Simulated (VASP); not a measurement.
# LiCl (P1) in VASP: single point with PBE

Aim: the single point of LiCl with PBE.

Program: VASP 6.6.1. These are calculated values, not measurements. Logs are shortened: lines on timing, memory, paths and dates and some standing lists are left out, and cuts for length are marked.

## 1. The cell of the first run

The typed cell holds 2 atoms: a = 3.627 Å, b = 3.627 Å, c = 3.627 Å, α = 60.00°, β = 60.00°, γ = 60.00°.

## 2. Single point, PBE (atoms moved at random)

File INCAR:

```
PREC = Accurate ; ENCUT = 520
EDIFF = 1E-6 ; ISMEAR = -1
SIGMA = 0.05 ; LREAL = False
LASPH = True ; NELM = 100
ALGO = Normal ; ISIF = 2
LWAVE = False ; LCHARG = False
GGA = PE ; NBANDS = 12
```

File KPOINTS:

```
Automatic mesh
0
Gamma
  9 9 9
```

File POSCAR:

```
LiCl
1.0
    0.0000000000      2.5647700000      2.5647700000
    2.5647700000      0.0000000000      2.5647700000
    2.5647700000      2.5647700000      0.0000000000
Cl Li
1 1
Direct
    0.4943580000      0.5200880000      0.4815940000
    0.0073810000     -0.0227180000      0.0035870000
```

Potentials or basis: VASP PAW PBE potentials, release 64 (Cl, Li_sv).

Command:

```bash
cat potpaw_PBE.64/Cl/POTCAR potpaw_PBE.64/Li_sv/POTCAR > POTCAR
mpirun -np 1 vasp_std > vasp.out
```

OUTCAR:

```text
PREC = Accurate
   ENCUT = 520
   EDIFF = 1E-6
   ISMEAR = -1
   LREAL = False
   LASPH = True
   NELM = 100
   ISIF = 2
   GGA = PE

 ion  position               nearest neighbor table
   1  0.494  0.520  0.482-   2 2.48   2 2.49   2 2.51   2 2.62
   2  0.007  0.977  0.004-   1 2.48   1 2.49   1 2.51   1 2.62

  LATTYP: Found a face centered cubic cell.
 ALAT       =     5.1295400000

  Lattice vectors:

 A1 = (   0.0000000000,   2.5647700000,   2.5647700000)
 A2 = (   2.5647700000,   0.0000000000,   2.5647700000)
 A3 = (   2.5647700000,   2.5647700000,   0.0000000000)

Analysis of symmetry for initial positions (statically):
=====================================================================
 Subroutine PRICEL returns:
 Original cell was already a primitive cell.

 Routine SETGRP: Setting up the symmetry group for a
 face centered cubic supercell.

 Subroutine GETGRP returns: Found  1 space group operations
 (whereof  1 operations were pure point group operations)
 out of a pool of 48 trial point group operations.

The static configuration has the point symmetry C_1 .

Analysis of symmetry for dynamics (positions and initial velocities):
=====================================================================
 Subroutine PRICEL returns:
 Original cell was already a primitive cell.

 Routine SETGRP: Setting up the symmetry group for a
 face centered cubic supercell.

 Subroutine GETGRP returns: Found  1 space group operations
 (whereof  1 operations were pure point group operations)
 out of a pool of 48 trial point group operations.

The dynamic configuration has the point symmetry C_1 .

 Subroutine INISYM returns: Found  1 space group operations
 (whereof  1 operations are pure point group operations),
 and found     1 'primitive' translations

----------------------------------------------------------------------------------------

                                     Primitive cell

  volume of cell :      33.7423

  direct lattice vectors                    reciprocal lattice vectors
     0.000000000  2.564770000  2.564770000    -0.194949255  0.194949255  0.194949255
     2.564770000  0.000000000  2.564770000     0.194949255 -0.194949255  0.194949255
     2.564770000  2.564770000  0.000000000     0.194949255  0.194949255 -0.194949255

  length of vectors
     3.627132518  3.627132518  3.627132518     0.337662014  0.337662014  0.337662014

  position of ions in fractional coordinates (direct lattice)
     0.494358000  0.520088000  0.481594000
     0.007381000  0.977282000  0.003587000

  ion indices of the primitive-cell ions
   primitive index   ion index
                 1           1
                 2           2

----------------------------------------------------------------------------------------

 KPOINTS: Automatic mesh

Automatic generation of k-mesh.
 Grid dimensions read from file:
 generate k-points for:    9    9    9

 Generating k-lattice:

  Cartesian coordinates                     Fractional coordinates (reciprocal lattice)
    -0.021661028  0.021661028  0.021661028     0.111111111  0.000000000  0.000000000
     0.021661028 -0.021661028  0.021661028     0.000000000  0.111111111  0.000000000
     0.021661028  0.021661028 -0.021661028     0.000000000  0.000000000  0.111111111

  Length of vectors
     0.037518002  0.037518002  0.037518002

  Shift w.r.t. Gamma in fractional coordinates (k-lattice)
     0.000000000  0.000000000  0.000000000

 Subroutine IBZKPT returns following result:
 ===========================================

 Found    365 irreducible k-points:

 Following reciprocal coordinates:
            Coordinates               Weight
  0.000000  0.000000  0.000000      1.000000
  0.111111  0.000000  0.000000      2.000000
  0.000000  0.111111  0.000000      2.000000
  0.000000  0.000000  0.111111      2.000000
  0.111111  0.111111  0.111111      2.000000
  0.222222  0.000000  0.000000      2.000000
[... 16 lines left out ...]
  0.111111  0.000000  0.222222      2.000000
  0.111111  0.111111 -0.111111      2.000000
 [... further k-points ...]
   k-points           NKPTS =    365   k-points in BZ     NKDIM =    365   number of bands    NBANDS=     12
   number of dos      NEDOS =    301   number of ions     NIONS =      2
   total plane-waves  NPLWV =  21952
   dimension x,y,z NGX =    28 NGY =   28 NGZ =   28
   dimension x,y,z NGXF=    56 NGYF=   56 NGZF=   56
   ions per type =               1   1
   NGX,Y,Z   is equivalent  to a cutoff of  12.83, 12.83, 12.83 a.u.
   NGXF,Y,Z  is equivalent  to a cutoff of  25.67, 25.67, 25.67 a.u.
 SYSTEM =  unknown system
   PREC   = accura    normal or accurate (medium, high low for compatibility)
   ISTART =      0    job   : 0-new  1-cont  2-samecut
   ICHARG =      2    charge: 1-file 2-atom 10-const
   ISPIN  =      1    spin polarized calculation?
   LNONCOLLINEAR =      F non collinear calculations
   LSORBIT =      F    spin-orbit coupling
   LASPH  =      T    aspherical Exc in radial PAW
   ENCUT  =  520.0 eV  38.22 Ry    6.18 a.u.   6.74  6.74  6.74*2*pi/ulx,y,z
   NELM   =    100;   NELMIN=  2; NELMDL= -5     # of ELM steps
   EDIFF  = 0.1E-05   stopping-criterion for ELM
   LREAL  =      F    real-space projection
   EDIFFG = 0.1E-04   stopping-criterion for IOM
   NSW    =      0    number of steps for IOM
   IBRION =     -1    ionic relax: 0-MD 1-quasi-New 2-CG
   NFREE  =      0    steps in history (QN), initial steepest desc. (CG)
   ISIF   =      2    stress and relaxation
   ISYM   =      2    0-nonsym 1-usesym 2-fastsym
   POTIM  = 0.5000    time-step for ionic-motion
   TEBEG  =    0.0;   TEEND  =   0.0 temperature during run
   PSTRESS=    0.0 pullay stress
   NELECT =      10.0000    total number of electrons
   NUPDOWN=      -1.0000    fix difference up-down
   EMIN   =  10.00;   EMAX   =-10.00  energy-range for DOS
   EFERMI =   0.00;   METHOD = LEGACY
   ISMEAR =    -1;   SIGMA  =   0.05  broadening in eV -4-tet -1-fermi 0-gaus
   EFERMI_NEDOS =   21; number of points for ismear=-14 and -15
   IALGO  =     38    algorithm
   IMIX   =      4    mixing-type and parameters
     AMIX     =   0.40;   BMIX     =  1.00
     AMIX_MAG =   1.60;   BMIX_MAG =  1.00
  volume/ion in A,a.u.               =      16.87       113.85
  Fermi-wavevector in a.u.,A,eV,Ry     =   1.091482  2.062601 16.209056  1.191332
  Thomas-Fermi vector in A             =   2.227728
   LORBIT       =      0    0 simple, 1 ext, 2 COOP (PROOUT), +10 PAW based schemes
   GGA     = PE    functional components
   LHFCALC =     F    Hartree Fock is set to
   AEXX    =    0.0000 exact exchange contribution
   IVDW    =     0    specifies the selected vdW correction
   LEPSILON=     F    determine dielectric tensor
   LRPA    =     F    only Hartree local field effects (RPA)
 non-spin polarized calculation
  energy-cutoff  :      520.00
  volume of cell :       33.74
 maximum number of plane-waves:       922
   NGX = 13   NGY = 13   NGZ = 13

 number of electron      10.0000000 magnetization

 number of electron       9.9999999 magnetization

 Free energy of the ion-electron system (eV)
  ---------------------------------------------------
  ext. energy  EPLUGINS =         0.00000000
  ---------------------------------------------------
  free energy    TOTEN  =        -7.38011720 eV

  energy without entropy =       -7.38011720  energy(sigma->0) =       -7.38011720

 E-fermi :   1.7813     XC(G=0):  -8.7267

 val. band max:        0.5863293041   @ k =   0.0000   0.0000   0.0000
 cond. band min:       6.9123582504   @ k =   0.0000   0.0000   0.0000
 fundamental gap:      6.3260289462
 Fermi energy:         1.7812968464

 k-point     1 :       0.0000    0.0000    0.0000
  band No.  band energies     occupation
      1     -42.9306      2.00000
      2     -12.8217      2.00000
      3       0.5627      2.00000
      4       0.5707      2.00000
      5       0.5863      2.00000
      6       6.9124      0.00000
      7      12.4214      0.00000
      8      12.4678      0.00000
      9      12.4992      0.00000
     10      14.7912      0.00000
     11      14.9045      0.00000
     12      15.2728      0.00000

 k-point     2 :       0.1111    0.0000    0.0000
  band No.  band energies     occupation
      1     -42.9303      2.00000
      2     -12.7618      2.00000
      3       0.1436      2.00000
      4       0.5340      2.00000
      5       0.5507      2.00000
      6       7.2886      0.00000
      7      11.8055      0.00000
      8      12.4404      0.00000
      9      12.4719      0.00000
     10      13.7147      0.00000
     11      13.7958      0.00000
     12      15.4604      0.00000

 k-point     3 :       0.0000    0.1111    0.0000
  band No.  band energies     occupation
      1     -42.9303      2.00000
      2     -12.7616      2.00000
      3       0.1589      2.00000
      4       0.5299      2.00000
      5       0.5378      2.00000
      6       7.2967      0.00000
      7      11.7813      0.00000
      8      12.4196      0.00000
      9      12.4546      0.00000
     10      13.7312      0.00000
     11      13.7714      0.00000
     12      15.6119      0.00000

 k-point     4 :       0.0000    0.0000    0.1111
  band No.  band energies     occupation
      1     -42.9303      2.00000
      2     -12.7618      2.00000
      3       0.1466      2.00000
      4       0.5296      2.00000
      5       0.5517      2.00000
      6       7.2902      0.00000
      7      11.8005      0.00000
      8      12.4264      0.00000
      9      12.4808      0.00000
     10      13.6992      0.00000
     11      13.8082      0.00000
     12      15.4874      0.00000

 k-point     5 :       0.1111    0.1111    0.1111
  band No.  band energies     occupation
      1     -42.9303      2.00000
      2     -12.7618      2.00000
      3       0.1425      2.00000
      4       0.5362      2.00000
      5       0.5496      2.00000
      6       7.2881      0.00000
      7      11.8073      0.00000
      8      12.4511      0.00000
      9      12.4628      0.00000
     10      13.7244      0.00000
     11      13.7874      0.00000
     12      15.4512      0.00000
[... 228 lines left out ...]
      1     -42.9296      2.00000
      2     -12.6141      2.00000
      3      -0.5165      2.00000
      4       0.2824      2.00000
      5       0.3727      2.00000
      6       8.0917      0.00000
      7      10.9841      0.00000
      8      11.2802      0.00000
      9      12.3043      0.00000
     10      13.1843      0.00000
     11      15.1332      0.00000
     12      16.4887      0.00000

 k-point    22 :       0.0000    0.2222    0.1111
  band No.  band energies     occupation
      1     -42.9296      2.00000
      2     -12.6134      2.00000
      3      -0.5059      2.00000
      4       0.2795      2.00000
      5       0.3621      2.00000
      6       8.1114      0.00000
      7      10.9732      0.00000
      8      11.2263      0.00000
      9      12.2769      0.00000
     10      13.2067      0.00000
     11      15.1748      0.00000
     12      16.5348      0.00000

 k-point    23 :       0.1111    0.0000    0.2222
  band No.  band energies     occupation
      1     -42.9296      2.00000
      2     -12.6139      2.00000
      3      -0.5127      2.00000
      4       0.2947      2.00000
      5       0.3564      2.00000
      6       8.0913      0.00000
      7      10.9989      0.00000
      8      11.2605      0.00000
      9      12.2987      0.00000
     10      13.1518      0.00000
     11      15.1829      0.00000
     12      16.4951      0.00000

 k-point    24 :       0.1111    0.1111   -0.1111
  band No.  band energies     occupation
      1     -42.9296      2.00000
      2     -12.6138      2.00000
      3      -0.5123      2.00000
      4       0.2943      2.00000
      5       0.3557      2.00000
      6       8.0955      0.00000
      7      10.9962      0.00000
      8      11.2498      0.00000
      9      12.3072      0.00000
     10      13.1581      0.00000
     11      15.1801      0.00000
     12      16.4810      0.00000

 [... further k-points ...]

------------------------ aborting loop because EDIFF is reached ----------------------------------------

  FORCE on cell =-STRESS in cart. coord.  units (eV):
  Direction    XX          YY          ZZ          XY          YZ          ZX
  --------------------------------------------------------------------------------------
  -------------------------------------------------------------------------------------
  Total        0.0787653      0.1246392      0.1049278      0.0018026      0.0025306     -0.0013570
  in kB        3.7399868      5.9182053      4.9822545      0.0855943      0.1201593     -0.0644320
  external PRESSURE =       4.8801488 kB  Pullay stress =       0.0000000 kB

 VOLUME and BASIS-vectors are now :
 -----------------------------------------------------------------------------
  energy-cutoff  :      520.00
  volume of cell :       33.74
      direct lattice vectors                 reciprocal lattice vectors
     0.000000000  2.564770000  2.564770000    -0.194949255  0.194949255  0.194949255
     2.564770000  0.000000000  2.564770000     0.194949255 -0.194949255  0.194949255
     2.564770000  2.564770000  0.000000000     0.194949255  0.194949255 -0.194949255

 POSITION                                       TOTAL-FORCE (eV/Angst)
 -----------------------------------------------------------------------------------
      2.56908      2.50309      2.60182        -0.034507      0.062522     -0.051435
      2.51570      0.02813      2.52543         0.034507     -0.062522      0.051435
 -----------------------------------------------------------------------------------
    total drift:                                0.000028     -0.000227      0.000124

  FREE ENERGIE OF THE ION-ELECTRON SYSTEM (eV)
  ---------------------------------------------------
  free  energy   TOTEN  =        -7.3801172002 eV

  energy  without entropy=       -7.3801172002  energy(sigma->0) =       -7.38011720
```

It took 2.9 min on 1 thread of Intel Xeon 8259CL, shared host; peak memory 0.25 GiB.

What came out:

- Free energy: -7.3801 eV
- Largest force: 0.088 eV/Å
- Band gap on the k mesh: 6.33 eV, direct

Forces in eV/Å, atoms in the order of the input:
```
Cl  -0.035  0.063 -0.051
Li   0.035 -0.063  0.051
```

Caveat: the cell differs from its parent crystal (atoms moved at random); the cutoff is under 1.25 times the usual one of these potentials, so pressure, stress and relaxed cells hold a basis-set (Pulay) error.
